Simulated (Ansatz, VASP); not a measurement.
**Two plane-wave programs on Pt**

INCAR

```
PREC     = Accurate       # precision mode
ENCUT    = 520            # plane-wave cutoff, eV
EDIFF    = 1E-7           # SCF threshold, eV
ISMEAR   = 0              # smearing method
SIGMA    = 0.15           # smearing width, eV
LREAL    = False          # projectors in reciprocal space
LASPH    = True           # aspherical terms in the spheres
NELM     = 100            # most SCF steps
ALGO     = Fast           # electronic algorithm
ISIF     = 2              # what is computed and relaxed
LWAVE    = False          # write WAVECAR
LCHARG   = False          # write CHGCAR
GGA      = PS             # functional
NBANDS   = 17             # bands
```

Contents of KPOINTS:

```
regular mesh
0
Gamma
  24 24 14
```

POSCAR

```
Pt
1.0
    2.7251696203      0.0000000000      0.0000000000
   -1.3625848102      2.3600661208      0.0000000000
    0.0000000000      0.0000000000      4.5891354900
Pt
2
Direct
    0.6666666667      0.3333333333      0.7500000000
    0.3333333333      0.6666666667      0.2500000000
```

Input for Ansatz:

```yaml
crystal:
  lattice:
    - [2.7251696203, 0.0, 0.0]
    - [-1.3625848102, 2.3600661208, 0.0]
    - [0.0, 0.0, 4.58913549]
  atoms:
    - { symbol: Pt, position: [0.6666666667, 0.3333333333, 0.75] }
    - { symbol: Pt, position: [0.3333333333, 0.6666666667, 0.25] }
basis:
  ecutwfc: 420
kpoints:
  mp_grid: { grid: [24, 24, 14] }
hamiltonian:
  xc: pbesol
scf:
  occupations: { method: gaussian, width: 0.15 }
output:
  forces: true
  stress: true
  eigenvalues: true
  write_density: true
  write_potential: true
  elf: true
  volumetric_format: npy
```

Change from the starting cell: strain +0.000 along x and y, -0.025 along z, atoms carried along.

Alike in both runs: task single point; functional PBEsol; k mesh 24 × 24 × 14; occupations gaussian, width 0.15 eV; no spin polarisation.

|  | VASP | Ansatz |
| --- | --- | --- |
| version | VASP 6.6.1 | Ansatz 0.2.0 |
| potentials or method | VASP PAW PBE potentials, release 64 (Pt), cutoff 520 eV | scalar-relativistic, plane waves, PAW |
| valence electrons in the cell | 20 | 36 |

|  | VASP | Ansatz | Ansatz less VASP |
| --- | --- | --- | --- |
| gap on the k mesh at the Fermi level (eV) | none | none | - |
| pressure (GPa) | 7.0 | 7.4 | +0.39 |
| traceless stress, the component that is largest in VASP (GPa) | 2.71 | 2.82 | +0.110 |

VASP's potentials were made for PBE, not for PBEsol. A gap of «none» marks a metal or a gap that the smearing closes. VASP's potentials hold 20 valence electrons a cell and Ansatz's 36, so a difference there can come from the potentials and not from the codes.

Spin-orbit coupling is off throughout.
